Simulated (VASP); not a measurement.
# CO2 (P4_12_12) in VASP: electric field gradients with PBE

Aim: the electric field gradients of CO2 with PBE.

Program: VASP 6.6.1. These are calculated values, not measurements. Logs are shortened: lines on timing, memory, paths and dates and some standing lists are left out, and cuts for length are marked.

## Step 1: The cell of the first run

Symmetry: P4_12_12, No. 92, tetragonal system. The conventional cell has a = 5.069 Å, b = 5.069 Å, c = 7.232 Å, α = 90.00°, β = 90.00°, γ = 90.00°. C (site symmetry 2) has 2 O at 1.17 Å within 1.6 Å. Within 1.6 Å of O (site symmetry 1) lie 1 C at 1.17 Å.

## Step 2: Electric field gradients, PBE

Contents of INCAR:

```
PREC = Accurate
ENCUT = 910
EDIFF = 1E-8
ISMEAR = -1
SIGMA = 0.02
LREAL = False
LASPH = True
NELM = 120
ALGO = Normal
ISIF = 2
LWAVE = False
LCHARG = False
GGA = PE
LEFG = True
NBANDS = 44
GGA_COMPAT = False
```

Contents of KPOINTS:

```
Automatic mesh
0
Gamma
  5 5 4
```

Contents of POSCAR:

```
CO2
1.0
    5.0693110000      0.0000000000      0.0000000000
    0.0000000000      5.0693110000      0.0000000000
    0.0000000000      0.0000000000      7.2320250000
C O
4 8
Direct
    0.9887920000      0.0112080000      0.7500000000
    0.0112080000      0.9887920000      0.2500000000
    0.5112080000      0.5112080000      0.5000000000
    0.4887920000      0.4887920000      0.0000000000
    0.6749860000      0.3476070000      0.4926710000
    0.3250140000      0.6523930000      0.9926710000
    0.8476070000      0.8250140000      0.2426710000
    0.1523930000      0.1749860000      0.7426710000
    0.6523930000      0.3250140000      0.0073290000
    0.3476070000      0.6749860000      0.5073290000
    0.8250140000      0.8476070000      0.7573290000
    0.1749860000      0.1523930000      0.2573290000
```

Potentials or basis: VASP PAW PBE potentials, release 64 (C_h, O_h).

The run is started by

```
$ cat potpaw_PBE.64/C_h/POTCAR potpaw_PBE.64/O_h/POTCAR > POTCAR
$ mpirun -np 1 vasp_std > vasp.out
```

OUTCAR:

```text
PREC = Accurate
   ENCUT = 910
   EDIFF = 1E-8
   ISMEAR = -1
   LREAL = False
   LASPH = True
   NELM = 120
   ISIF = 2
   GGA = PE

 ion  position               nearest neighbor table
   1  0.989  0.011  0.750-   8 1.17  11 1.17
   2  0.011  0.989  0.250-   7 1.17  12 1.17
   3  0.511  0.511  0.500-   5 1.17  10 1.17
   4  0.489  0.489  0.000-   6 1.17   9 1.17
   5  0.675  0.348  0.493-   3 1.17
   6  0.325  0.652  0.993-   4 1.17
   7  0.848  0.825  0.243-   2 1.17
   8  0.152  0.175  0.743-   1 1.17
   9  0.652  0.325  0.007-   4 1.17
  10  0.348  0.675  0.507-   3 1.17
  11  0.825  0.848  0.757-   1 1.17
  12  0.175  0.152  0.257-   2 1.17

  LATTYP: Found a simple tetragonal cell.
 ALAT       =     5.0693110000
 C/A-ratio  =     1.4266287864

  Lattice vectors:

 A1 = (   5.0693110000,   0.0000000000,   0.0000000000)
 A2 = (   0.0000000000,   5.0693110000,   0.0000000000)
 A3 = (   0.0000000000,   0.0000000000,   7.2320250000)

Analysis of symmetry for initial positions (statically):
=====================================================================
 Subroutine PRICEL returns:
 Original cell was already a primitive cell.

 Routine SETGRP: Setting up the symmetry group for a
 simple tetragonal supercell.

 Subroutine GETGRP returns: Found  8 space group operations
 (whereof  2 operations were pure point group operations)
 out of a pool of 16 trial point group operations.

The static configuration has the point symmetry C_2 .
 The point group associated with its full space group is D_4 .

Analysis of symmetry for dynamics (positions and initial velocities):
=====================================================================
 Subroutine PRICEL returns:
 Original cell was already a primitive cell.

 Routine SETGRP: Setting up the symmetry group for a
 simple tetragonal supercell.

 Subroutine GETGRP returns: Found  8 space group operations
 (whereof  2 operations were pure point group operations)
 out of a pool of 16 trial point group operations.

The dynamic configuration has the point symmetry C_2 .
 The point group associated with its full space group is D_4 .

 Subroutine INISYM returns: Found  8 space group operations
 (whereof  2 operations are pure point group operations),
 and found     1 'primitive' translations

----------------------------------------------------------------------------------------

                                     Primitive cell

  volume of cell :     185.8480

  direct lattice vectors                    reciprocal lattice vectors
     5.069311000  0.000000000  0.000000000     0.197265467  0.000000000  0.000000000
     0.000000000  5.069311000  0.000000000     0.000000000  0.197265467  0.000000000
     0.000000000  0.000000000  7.232025000     0.000000000  0.000000000  0.138273858

  length of vectors
     5.069311000  5.069311000  7.232025000     0.197265467  0.197265467  0.138273858

  position of ions in fractional coordinates (direct lattice)
     0.988792000  0.011208000  0.750000000
     0.011208000  0.988792000  0.250000000
     0.511208000  0.511208000  0.500000000
     0.488792000  0.488792000  0.000000000
     0.674986000  0.347607000  0.492671000
     0.325014000  0.652393000  0.992671000
     0.847607000  0.825014000  0.242671000
     0.152393000  0.174986000  0.742671000
     0.652393000  0.325014000  0.007329000
     0.347607000  0.674986000  0.507329000
     0.825014000  0.847607000  0.757329000
     0.174986000  0.152393000  0.257329000

  ion indices of the primitive-cell ions
   primitive index   ion index
                 1           1
                 2           2
                 3           3
                 4           4
[... 90 lines left out ...]
   IALGO  =     38    algorithm
   IMIX   =      4    mixing-type and parameters
     AMIX     =   0.40;   BMIX     =  1.00
     AMIX_MAG =   1.60;   BMIX_MAG =  1.00
  volume/ion in A,a.u.               =      15.49       104.51
  Fermi-wavevector in a.u.,A,eV,Ry     =   1.147490  2.168442 17.915243  1.316733
  Thomas-Fermi vector in A             =   2.284170
   LORBIT       =      0    0 simple, 1 ext, 2 COOP (PROOUT), +10 PAW based schemes
   GGA     = PE    functional components
   LHFCALC =     F    Hartree Fock is set to
   AEXX    =    0.0000 exact exchange contribution
   IVDW    =     0    specifies the selected vdW correction
   LEPSILON=     F    determine dielectric tensor
   LRPA    =     F    only Hartree local field effects (RPA)
 non-spin polarized calculation
  energy-cutoff  :      910.00
  volume of cell :      185.85
 maximum number of plane-waves:     11660
 NGX is ok and might be reduce to    50
   NGX = 25   NGY = 25   NGZ = 35

 number of electron      64.0000006 magnetization

 Free energy of the ion-electron system (eV)
  ---------------------------------------------------
  ext. energy  EPLUGINS =         0.00000000
  ---------------------------------------------------
  free energy    TOTEN  =       -93.07288634 eV

  energy without entropy =      -93.07288634  energy(sigma->0) =      -93.07288634

 E-fermi :  -2.7912     XC(G=0):  -7.6621

 val. band max:       -3.2921423519   @ k =   0.0000   0.0000   0.0000
 cond. band min:       3.1624216122   @ k =   0.0000   0.0000   0.0000
 fundamental gap:      6.4545639641
 Fermi energy:        -2.7912396348

 k-point     1 :       0.0000    0.0000    0.0000
  band No.  band energies     occupation
      1     -23.8310      2.00000
      2     -23.6746      2.00000
      3     -23.6746      2.00000
      4     -23.5928      2.00000
      5     -22.6973      2.00000
      6     -22.6973      2.00000
[... 835 lines left out ...]
     43       6.7283      0.00000
     44       6.7283      0.00000

------------------------ aborting loop because EDIFF is reached ----------------------------------------

  FORCE on cell =-STRESS in cart. coord.  units (eV):
  Direction    XX          YY          ZZ          XY          YZ          ZX
  --------------------------------------------------------------------------------------
  -------------------------------------------------------------------------------------
  Total       -2.1579690     -2.1579690      1.2787555      0.0000000      0.0000000      0.0000000
  in kB      -18.6036431    -18.6036431     11.0240280      0.0000000      0.0000000      0.0000000
  external PRESSURE =      -8.7277528 kB  Pullay stress =       0.0000000 kB

 VOLUME and BASIS-vectors are now :
 -----------------------------------------------------------------------------
  energy-cutoff  :      910.00
  volume of cell :      185.85
      direct lattice vectors                 reciprocal lattice vectors
     5.069311000  0.000000000  0.000000000     0.197265467  0.000000000  0.000000000
     0.000000000  5.069311000  0.000000000     0.000000000  0.197265467  0.000000000
     0.000000000  0.000000000  7.232025000     0.000000000  0.000000000  0.138273858

 POSITION                                       TOTAL-FORCE (eV/Angst)
 -----------------------------------------------------------------------------------
      5.01249      0.05682      5.42402         0.010585     -0.010585     -0.000000
      0.05682      5.01249      1.80801        -0.010585      0.010585     -0.000000
      2.59147      2.59147      3.61601        -0.010585     -0.010585     -0.000000
      2.47784      2.47784      0.00000         0.010585      0.010585     -0.000000
      3.42171      1.76213      3.56301        -0.452177      0.421146      0.051757
      1.64760      3.30718      7.17902         0.452177     -0.421146      0.051757
      4.29678      4.18225      1.75500         0.421146      0.452177      0.051757
      0.77253      0.88706      5.37102        -0.421146     -0.452177      0.051757
      3.30718      1.64760      0.05300        -0.421146      0.452177     -0.051757
      1.76213      3.42171      3.66902         0.421146     -0.452177     -0.051757
      4.18225      4.29678      5.47702         0.452177      0.421146     -0.051757
      0.88706      0.77253      1.86101        -0.452177     -0.421146     -0.051757
 -----------------------------------------------------------------------------------
    total drift:                               -0.000000      0.000000     -0.000000

  FREE ENERGIE OF THE ION-ELECTRON SYSTEM (eV)
  ---------------------------------------------------
  free  energy   TOTEN  =       -93.0728863383 eV

  energy  without entropy=      -93.0728863383  energy(sigma->0) =      -93.07288634

 Electric field gradients (V/A^2)
---------------------------------------------------------------------
 ion       V_xx      V_yy      V_zz      V_xy      V_xz      V_yz
---------------------------------------------------------------------
   1     -12.707   -12.707    25.413   -37.216     2.388     2.388
   2     -12.707   -12.707    25.413   -37.216    -2.388    -2.388
   3     -12.707   -12.707    25.413    37.216     2.388    -2.388
   4     -12.707   -12.707    25.413    37.216    -2.388     2.388
   5      15.934    15.943   -31.878   -54.064    -3.276     3.356
   6      15.934    15.943   -31.878   -54.064     3.276    -3.356
   7      15.943    15.934   -31.878    54.064     3.356     3.276
   8      15.943    15.934   -31.878    54.064    -3.356    -3.276
   9      15.943    15.934   -31.878   -54.064     3.356    -3.276
  10      15.943    15.934   -31.878   -54.064    -3.356     3.276
  11      15.934    15.943   -31.878    54.064    -3.276    -3.356
  12      15.934    15.943   -31.878    54.064     3.276     3.356
---------------------------------------------------------------------

 Electric field gradients after diagonalization (V/A^2)
 (convention: |V_zz| > |V_xx| > |V_yy|)
----------------------------------------------------------------------
 ion       V_xx      V_yy      V_zz     asymmetry (V_yy - V_xx)/ V_zz
----------------------------------------------------------------------
   1      25.564    24.509   -50.073       0.021
   2      25.564    24.509   -50.073       0.021
   3      25.564    24.509   -50.073       0.021
   4      25.564    24.509   -50.073       0.021
   5     -38.126   -32.092    70.219       0.086
   6     -38.126   -32.092    70.219       0.086
   7     -38.126   -32.092    70.219       0.086
   8     -38.126   -32.092    70.219       0.086
   9     -38.126   -32.092    70.219       0.086
  10     -38.126   -32.092    70.219       0.086
  11     -38.126   -32.092    70.219       0.086
  12     -38.126   -32.092    70.219       0.086
----------------------------------------------------------------------

           NMR quadrupolar parameters

 Cq : quadrupolar parameter    Cq=e*Q*V_zz/h
 eta: asymmetry parameters     (V_yy - V_xx)/ V_zz
 Q  : nuclear electric quadrupole moment in mb (millibarn)
----------------------------------------------------------------------
 ion       Cq(MHz)       eta       Q (mb)
----------------------------------------------------------------------
   1      -0.121       0.021       1.000
   2      -0.121       0.021       1.000
   3      -0.121       0.021       1.000
   4      -0.121       0.021       1.000
   5       0.170       0.086       1.000
   6       0.170       0.086       1.000
   7       0.170       0.086       1.000
   8       0.170       0.086       1.000
   9       0.170       0.086       1.000
  10       0.170       0.086       1.000
  11       0.170       0.086       1.000
  12       0.170       0.086       1.000
----------------------------------------------------------------------
```

Wall time 5.6 min (1 thread of Intel Xeon Platinum 8259CL at 2.50GHz (Skylake/Cascade Lake), shared host); peak memory 0.56 GiB.

Results:

* Free energy: -93.0729 eV
* Pressure: -0.9 GPa
* Largest force: 0.620 eV/Å
* Band gap on the k mesh: 6.45 eV
* Largest electric field gradient by atom: C -50.1; O +70.2 V/Å²

Forces in eV/Å, atoms in the order of the input:
```
C    0.011 -0.011  0.000
C   -0.011  0.011  0.000
C   -0.011 -0.011  0.000
C    0.011  0.011  0.000
O   -0.452  0.421  0.052
O    0.452 -0.421  0.052
O    0.421  0.452  0.052
O   -0.421 -0.452  0.052
O   -0.421  0.452 -0.052
O    0.421 -0.452 -0.052
O    0.452  0.421 -0.052
O   -0.452 -0.421 -0.052
```

Stress tensor (GPa, compression positive):
```
-1.86  0.00  0.00
 0.00 -1.86  0.00
 0.00  0.00  1.10
```

Electric field gradients, principal values (V/Å²):
```csv
atom,least,middle,greatest (by size)
1 C,24.509,25.564,-50.073
2 C,24.509,25.564,-50.073
3 C,24.509,25.564,-50.073
4 C,24.509,25.564,-50.073
5 O,-32.092,-38.126,70.219
6 O,-32.092,-38.126,70.219
7 O,-32.092,-38.126,70.219
8 O,-32.092,-38.126,70.219
9 O,-32.092,-38.126,70.219
10 O,-32.092,-38.126,70.219
11 O,-32.092,-38.126,70.219
12 O,-32.092,-38.126,70.219
```

Caveat: the cutoff is under 1.25 times the usual one of these potentials, so pressure, stress and relaxed cells hold a basis-set (Pulay) error; this functional lacks dispersion, which holds the molecules together, so the pressure and a relaxed volume are unreliable; without QUAD_EFG the Cq values of the log hold for a quadrupole moment of 1 mb, not for the nuclei; an odd mesh through Γ misses points on the zone boundary, where band edges can lie.
